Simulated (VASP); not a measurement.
# TiH (I4/mmm) in VASP: notebook

Runs on TiH. Level: PBEsol. Tasks: single point.

Program: VASP 6.6.1. These are calculated values, not measurements. Logs are shortened: lines on timing, memory, paths and dates and some standing lists are left out, and cuts for length are marked.

## (1) The cell of the first run

The structure is tetragonal, space group I4/mmm (No. 139). The conventional cell has a = 2.798 Å, b = 2.798 Å, c = 4.493 Å, α = 90.00°, β = 90.00°, γ = 90.00°. Within 2.6 Å of Ti (site symmetry 4/mmm) lie 6 H at 1.98 to 2.25 Å. Within 2.6 Å of H (site symmetry 4/mmm) lie 6 Ti at 1.98 to 2.25 Å.

## (2) Single point, PBEsol (biaxial strain in the a-b plane: -4.5 %, then relaxed in part)

INCAR reads:

```
  ALGO = Normal
  EDIFF = 1E-6
  ENCUT = 520
  GGA = PS
  ISIF = 2
  ISMEAR = 0
  LASPH = True
  LCHARG = False
  LREAL = False
  LWAVE = False
  NBANDS = 21
  NELM = 60
  PREC = Accurate
  SIGMA = 0.1
```

KPOINTS reads:

```
k-points
0
Gamma
  14 14 10
```

POSCAR reads:

```
TiH
1.0
    1.9786122594      1.9786122594      0.0000000000
   -1.9786122594      1.9786122594      0.0000000000
    0.0000000000      0.0000000000      4.4926140632
Ti H
2 2
Direct
    0.0000000000      0.0000000000      0.0000000000
    0.5000000000      0.5000000000      0.5000000000
    0.5000000000      0.5000000000      0.0000000000
    0.0000000000      0.0000000000      0.5000000000
```

Potentials or basis: VASP PAW PBE potentials, release 64 (Ti_sv, H).

Started as:

```sh
> cat potpaw_PBE.64/Ti_sv/POTCAR potpaw_PBE.64/H/POTCAR > POTCAR
> mpirun -np 1 vasp_std > vasp.out
```

OUTCAR:

```text
EDIFF = 1E-6
   ENCUT = 520
   GGA = PS
   ISIF = 2
   ISMEAR = 0
   LASPH = True
   LREAL = False
   NELM = 60
   PREC = Accurate

 ion  position               nearest neighbor table
   1  0.000  0.000  0.000-
   2  0.500  0.500  0.500-
   3  0.500  0.500  0.000-
   4  0.000  0.000  0.500-

  LATTYP: Found a simple tetragonal cell.
 ALAT       =     2.7981802919
 C/A-ratio  =     1.6055484617

  Lattice vectors:

 A1 = (   1.9786122594,   1.9786122594,   0.0000000000)
 A2 = (  -1.9786122594,   1.9786122594,   0.0000000000)
 A3 = (   0.0000000000,   0.0000000000,   4.4926140632)

Analysis of symmetry for initial positions (statically):
=====================================================================
 Subroutine PRICEL returns following result:

  LATTYP: Found a body centered tetragonal cell.
 ALAT       =     2.7981802919
 C/A-ratio  =     1.6055484617

  Lattice vectors:

 A1 = (   1.9786122594,   0.0000000000,  -2.2463070316)
 A2 = (  -1.9786122594,   0.0000000000,  -2.2463070316)
 A3 = (   0.0000000000,   1.9786122594,   2.2463070316)

   2 primitive cells build up your supercell.

 Routine SETGRP: Setting up the symmetry group for a
 simple tetragonal supercell.

 Subroutine GETGRP returns: Found 16 space group operations
 (whereof 16 operations were pure point group operations)
 out of a pool of 16 trial point group operations.

The static configuration has the point symmetry D_4h.

Analysis of symmetry for dynamics (positions and initial velocities):
=====================================================================
 Subroutine PRICEL returns following result:

  LATTYP: Found a body centered tetragonal cell.
 ALAT       =     2.7981802919
 C/A-ratio  =     1.6055484617

  Lattice vectors:

 A1 = (   1.9786122594,   0.0000000000,  -2.2463070316)
 A2 = (  -1.9786122594,   0.0000000000,  -2.2463070316)
 A3 = (   0.0000000000,   1.9786122594,   2.2463070316)

   2 primitive cells build up your supercell.

 Routine SETGRP: Setting up the symmetry group for a
 simple tetragonal supercell.
[... 90 lines left out ...]
   dimension x,y,z NGX =    24 NGY =   24 NGZ =   36
   dimension x,y,z NGXF=    48 NGYF=   48 NGZF=   72
   ions per type =               2   2
   NGX,Y,Z   is equivalent  to a cutoff of  14.26, 14.26, 13.32 a.u.
   NGXF,Y,Z  is equivalent  to a cutoff of  28.52, 28.52, 26.64 a.u.
 SYSTEM =  unknown system
   PREC   = accura    normal or accurate (medium, high low for compatibility)
   ISTART =      0    job   : 0-new  1-cont  2-samecut
   ICHARG =      2    charge: 1-file 2-atom 10-const
   ISPIN  =      1    spin polarized calculation?
   LNONCOLLINEAR =      F non collinear calculations
   LSORBIT =      F    spin-orbit coupling
   LASPH  =      T    aspherical Exc in radial PAW
   ENCUT  =  520.0 eV  38.22 Ry    6.18 a.u.   5.20  5.20  8.35*2*pi/ulx,y,z
   NELM   =     60;   NELMIN=  2; NELMDL= -5     # of ELM steps
   EDIFF  = 0.1E-05   stopping-criterion for ELM
   LREAL  =      F    real-space projection
   EDIFFG = 0.1E-04   stopping-criterion for IOM
   NSW    =      0    number of steps for IOM
   IBRION =     -1    ionic relax: 0-MD 1-quasi-New 2-CG
   NFREE  =      0    steps in history (QN), initial steepest desc. (CG)
   ISIF   =      2    stress and relaxation
   ISYM   =      2    0-nonsym 1-usesym 2-fastsym
   POTIM  = 0.5000    time-step for ionic-motion
   TEBEG  =    0.0;   TEEND  =   0.0 temperature during run
   PSTRESS=    0.0 pullay stress
   NELECT =      26.0000    total number of electrons
   NUPDOWN=      -1.0000    fix difference up-down
   EMIN   =  10.00;   EMAX   =-10.00  energy-range for DOS
   EFERMI =   0.00;   METHOD = LEGACY
   ISMEAR =     0;   SIGMA  =   0.10  broadening in eV -4-tet -1-fermi 0-gaus
   EFERMI_NEDOS =   21; number of points for ismear=-14 and -15
   IALGO  =     38    algorithm
   IMIX   =      4    mixing-type and parameters
     AMIX     =   0.40;   BMIX     =  1.00
     AMIX_MAG =   1.60;   BMIX_MAG =  1.00
  volume/ion in A,a.u.               =       8.79        59.35
  Fermi-wavevector in a.u.,A,eV,Ry     =   1.480184  2.797143 29.809622  2.190945
  Thomas-Fermi vector in A             =   2.594250
   LORBIT       =      0    0 simple, 1 ext, 2 COOP (PROOUT), +10 PAW based schemes
   GGA     = PS    functional components
   LHFCALC =     F    Hartree Fock is set to
   AEXX    =    0.0000 exact exchange contribution
   IVDW    =     0    specifies the selected vdW correction
   LEPSILON=     F    determine dielectric tensor
   LRPA    =     F    only Hartree local field effects (RPA)
 non-spin polarized calculation
 Gauss-broadening in eV      SIGMA  =   0.10
  energy-cutoff  :      520.00
  volume of cell :       35.18
 maximum number of plane-waves:       977
 NGX is ok and might be reduce to    24
   NGX = 11   NGY = 11   NGZ = 17

 number of electron      25.9999994 magnetization

 Free energy of the ion-electron system (eV)
  ---------------------------------------------------
  ext. energy  EPLUGINS =         0.00000000
  ---------------------------------------------------
  free energy    TOTEN  =       -24.84602189 eV

  energy without entropy =      -24.82733869  energy(sigma->0) =      -24.83668029

 E-fermi :   9.0189     XC(G=0): -12.2232

 val. band max:        9.0140506788   @ k =   0.4286   0.0714   0.4000
 cond. band min:       9.0269137432   @ k =   0.5000   0.1429   0.3000
 fundamental gap:      0.0128630644
 Fermi energy:         9.0189182057

 k-point     1 :       0.0000    0.0000    0.0000
  band No.  band energies     occupation
      1     -47.3535      2.00000
      2     -47.2292      2.00000
      3     -23.9367      2.00000
      4     -23.4989      2.00000
      5     -23.4989      2.00000
      6     -23.3445      2.00000
[... 565 lines left out ...]
     20      14.3759      0.00000
     21      16.3927      0.00000

 [... further k-points ...]
[... 5 lines left out ...]
  --------------------------------------------------------------------------------------
  -------------------------------------------------------------------------------------
  Total        0.6018354      0.6018354     -0.0200667      0.0000000      0.0000000      0.0000000
  in kB       27.4118186     27.4118186     -0.9139802      0.0000000      0.0000000      0.0000000
  external PRESSURE =      17.9698856 kB  Pullay stress =       0.0000000 kB

 VOLUME and BASIS-vectors are now :
 -----------------------------------------------------------------------------
  energy-cutoff  :      520.00
  volume of cell :       35.18
      direct lattice vectors                 reciprocal lattice vectors
     1.978612259  1.978612259  0.000000000     0.252702366  0.252702366  0.000000000
    -1.978612259  1.978612259  0.000000000    -0.252702366  0.252702366  0.000000000
     0.000000000  0.000000000  4.492614063     0.000000000  0.000000000  0.222587559

 POSITION                                       TOTAL-FORCE (eV/Angst)
 -----------------------------------------------------------------------------------
      0.00000      0.00000      0.00000        -0.000000      0.000000     -0.000000
      0.00000      1.97861      2.24631         0.000000     -0.000000      0.000000
      0.00000      1.97861      0.00000         0.000000      0.000000     -0.000000
      0.00000      0.00000      2.24631         0.000000      0.000000     -0.000000
 -----------------------------------------------------------------------------------
    total drift:                               -0.000000      0.000000     -0.000000

  FREE ENERGIE OF THE ION-ELECTRON SYSTEM (eV)
  ---------------------------------------------------
  free  energy   TOTEN  =       -24.8460218877 eV

  energy  without entropy=      -24.8273386939  energy(sigma->0) =      -24.83668029
```

OSZICAR:

```text
N       E                     dE             d eps       ncg     rms          rms(c)
DAV:   1     0.270596223231E+03    0.27060E+03   -0.13300E+04  9072   0.152E+03
DAV:   2    -0.237380727054E+01   -0.27297E+03   -0.26679E+03  9287   0.434E+02
DAV:   3    -0.269464419495E+02   -0.24573E+02   -0.24130E+02 16205   0.117E+02
DAV:   4    -0.279547476620E+02   -0.10083E+01   -0.99939E+00 10927   0.211E+01
DAV:   5    -0.279910839834E+02   -0.36336E-01   -0.36331E-01 13375   0.332E+00    0.167E+01
DAV:   6    -0.248982274089E+02    0.30929E+01   -0.92303E+00 11020   0.315E+01    0.387E+00
DAV:   7    -0.248361229987E+02    0.62104E-01   -0.85985E-01 13538   0.580E+00    0.194E+00
DAV:   8    -0.248440358562E+02   -0.79129E-02   -0.12522E-01 11041   0.353E+00    0.659E-01
DAV:   9    -0.248460515684E+02   -0.20157E-02   -0.15206E-02 13525   0.107E+00    0.190E-01
DAV:  10    -0.248460299537E+02    0.21615E-04   -0.15742E-03 10798   0.346E-01    0.618E-02
DAV:  11    -0.248460318390E+02   -0.18853E-05   -0.11122E-04 11416   0.866E-02    0.254E-02
DAV:  12    -0.248460217910E+02    0.10048E-04   -0.17699E-05 10577   0.341E-02    0.491E-03
DAV:  13    -0.248460218877E+02   -0.96754E-07   -0.96995E-07  7193   0.930E-03
   1 F= -.24846022E+02 E0= -.24836680E+02  d E =-.186832E-01
```

Run time: 1.8 min. Hardware: 1 thread of AMD EPYC 7R13 (Zen 3), shared host; peak memory 0.23 GiB.

What came out:

```
Free energy            : -24.8460 eV
Pressure               : 1.8 GPa
Band gap on the k mesh : zero (bands 13 and 14 overlap by 3.73 eV)
```

Caveat: the cell differs from its parent crystal (biaxial strain in the a-b plane: -4.5 %, then relaxed in part); the PAW data sets were made with another functional, which shifts forces and pressure a little.

## (3) Single point, PBEsol (biaxial strain in the a-b plane: +1.5 %, then relaxed in part)

INCAR reads:

```
SYSTEM = TiH
ALGO = Normal
EDIFF = 1E-6
ENCUT = 520
GGA = PS
ISIF = 2
ISMEAR = 0
LASPH = .True.
LCHARG = .False.
LREAL = .False.
LWAVE = .False.
NBANDS = 21
NELM = 80
PREC = Accurate
SIGMA = 0.1
```

KPOINTS reads:

```
k-points
0
Gamma
  14 14 10
  0 0 0
```

POSCAR reads:

```
TiH
1.0
    2.1029229772      2.1029229772      0.0000000000
   -2.1029229772      2.1029229772      0.0000000000
    0.0000000000      0.0000000000      3.9971721543
Ti H
2 2
Direct
    0.0000000000      0.0000000000      0.0000000000
    0.5000000000      0.5000000000      0.5000000000
    0.5000000000      0.5000000000      0.0000000000
    0.0000000000      0.0000000000      0.5000000000
```

Potentials or basis: VASP PAW PBE potentials, release 64 (Ti_sv, H).

Started as:

```sh
> cat potpaw_PBE.64/Ti_sv/POTCAR potpaw_PBE.64/H/POTCAR > POTCAR
> mpirun -np 1 vasp_std > vasp.out
```

It took 90 s on 1 thread of AMD EPYC 7R13 (Zen 3), shared host; peak memory 0.22 GiB.

The run converged. Its results:

* Free energy: -24.8608 eV
* Pressure: 0.8 GPa
* Band gap on the k mesh: zero (bands 13 and 14 overlap by 2.31 eV)

Stress tensor (GPa, compression positive):
```
 1.17  0.00  0.00
 0.00  1.17  0.00
 0.00  0.00 -0.05
```

Levels at points of the mesh, in eV from the Fermi level:
```csv
k point,band 10,band 11,band 12,band 13,band 14,band 15,band 16,band 17
"(0.00, 0.00, 0.00)",-6.93,-2.00,0.57,0.57,1.00,2.04,2.36,2.39
"(0.50, 0.00, 0.00)",-6.37,-1.24,-1.24,-0.50,-0.50,1.10,1.10,2.17
"(0.50, 0.50, 0.00)",-6.98,-1.89,-1.89,1.44,1.44,3.31,3.31,3.66
"(0.00, 0.00, 0.50)",-7.59,-0.70,-0.70,0.69,0.69,1.65,1.65,1.65
"(0.50, 0.00, 0.50)",-5.03,-3.20,-3.20,0.07,0.07,0.49,0.49,3.32
"(0.50, 0.50, 0.50)",-5.98,-0.87,-0.87,-0.87,-0.87,1.58,1.58,3.67
```

Caveat: the cell differs from its parent crystal (biaxial strain in the a-b plane: +1.5 %, then relaxed in part); the PAW data sets were made with another functional, which shifts forces and pressure a little.
